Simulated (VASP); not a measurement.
Here is a VASP 6.6.1 calculation.

Contents of INCAR:

```
ALGO = Normal ; EDIFF = 1E-6
ENCUT = 520 ; GGA = PE
ISIF = 2 ; ISMEAR = -1
LASPH = True ; LCHARG = False
LREAL = False ; LWAVE = False
NBANDS = 28 ; NELM = 60
PREC = Accurate ; SIGMA = 0.08
```

KPOINTS

```
k-points
0
Gamma
  8 8 2
```

Contents of POSCAR:

```
Ba
1.0
    4.0848309706      0.0000000000      0.0000000000
   -2.0424154853      3.5375673907      0.0000000000
    0.0000000000      0.0000000000     13.2862274234
Ba
4
Direct
    0.0000000000      0.0000000000      0.0000000000
    0.0000000000      0.0000000000      0.5000000000
    0.3333333333      0.6666666667      0.2500000000
    0.6666666667      0.3333333333      0.7500000000
```

Potentials or basis: VASP PAW PBE potentials, release 64 (Ba_sv).

Run with:

```bash
$ cat potpaw_PBE.64/Ba_sv/POTCAR > POTCAR
$ mpirun -np 1 vasp_std > vasp.out
```

Task: Estimate the band gap on the k mesh.

Result: Zero (band 20 reaches 2.91 eV, above the bottom of band 21 at 2.44 eV).

Task: Estimate the pressure.

Result: 3.5 GPa.

Stress tensor (GPa, compression positive):
```
3.52 0.00 0.00
0.00 3.52 0.00
0.00 0.00 3.39
```

Caveat: spin-orbit coupling is left out, which moves the levels of the heavy elements.
